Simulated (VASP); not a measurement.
# MgO: phonons with r2SCAN

Crystal: MgO.

```xyz
2
Lattice="2.0862 2.0862 0.0000 -2.0862 2.0862 0.0000 0.0000 2.0862 2.0862" Properties=species:S:1:pos:R:3 pbc="T T T"
Mg    0.0000    0.0000    0.0000
O     0.0000    2.0862    0.0000
```

```
Program                : VASP 6.6.1
Task                   : phonons
Functional             : r2SCAN
Potentials or basis    : VASP PAW PBE potentials, release 64 (Mg, O)
Cutoff                 : 520 eV
k mesh                 : 10 × 10 × 10
Occupations            : gaussian, width 0.01 eV
Spin                   : no spin polarisation
Dipole correction      : no
Further INCAR settings : ALGO = Normal; EDIFF = 1e-08; IBRION = 6; POTIM = 0.015; NSW = 1
```

```
Highest phonon frequency at Γ, LO-TO splitting left out : 423 cm⁻¹
```

Phonon frequencies in cm⁻¹ (negative: imaginary):
```tsv
q point	frequencies
(0.000, 0.000, 0.000)	-2 -2 -2 423 423 423
```

Wall time 4.8 min on 1 thread of Intel Xeon 8259CL, on a shared host, peak memory 0.17 GiB.

Caveat: the cell stands under pressure or tension, which shifts response properties.
